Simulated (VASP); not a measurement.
Runs of VASP 6.6.1 on Si5C. The structure is that of space group P-6m2 (No. 187), or close to it. The cells are those of the table. 

```tsv
task	spin	cell	k mesh	cutoff (eV)	gap on the mesh (eV)	pressure (GPa)	moment (μB)	largest force (eV/Å)
single point	collinear, ferromagnetic start	a = 2.777, b = 2.777, c = 13.300 Å, angles 90.0, 90.0, 120.0°, 6 atoms	6 × 6 × 2	520	none	-8.7	0.00	(a)
single point	collinear, ferromagnetic start	a = 2.771, b = 2.771, c = 12.060 Å, angles 90.0, 90.0, 120.0°, 6 atoms	6 × 6 × 2	520	none	-0.1	0.00	0.01
single point	off	a = 2.771, b = 2.771, c = 12.060 Å, angles 90.0, 90.0, 120.0°, 6 atoms	6 × 6 × 2	520	none	-0.1	-	0.01
relaxation of cell and atoms	off	relaxed from a = 2.771, b = 2.771, c = 12.060 Å, angles 90.0, 90.0, 120.0°, 6 atoms	18 × 18 × 4	600	-	0.0	-	0.01
single point	off	a = 2.890, b = 2.890, c = 10.681 Å, angles 90.0, 90.0, 120.0°, 6 atoms	18 × 18 × 4	520	none	0.0	-	0.02
```

Alike in all rows: level PBE; potentials or basis VASP PAW PBE potentials, release 64 (Si, C); smearing gaussian 0.1 eV.

Question: Fill in the values left out.

Answer: (a) 1.38.

Caveats: some runs use coarse meshes; forces of over 1 eV/Å act on the atoms, so gaps and moduli don't describe the material at rest (some runs); the bands computed are all filled at some k points, so no gap is given (some runs).

A gap of «none» marks levels without a gap at the run's occupations.
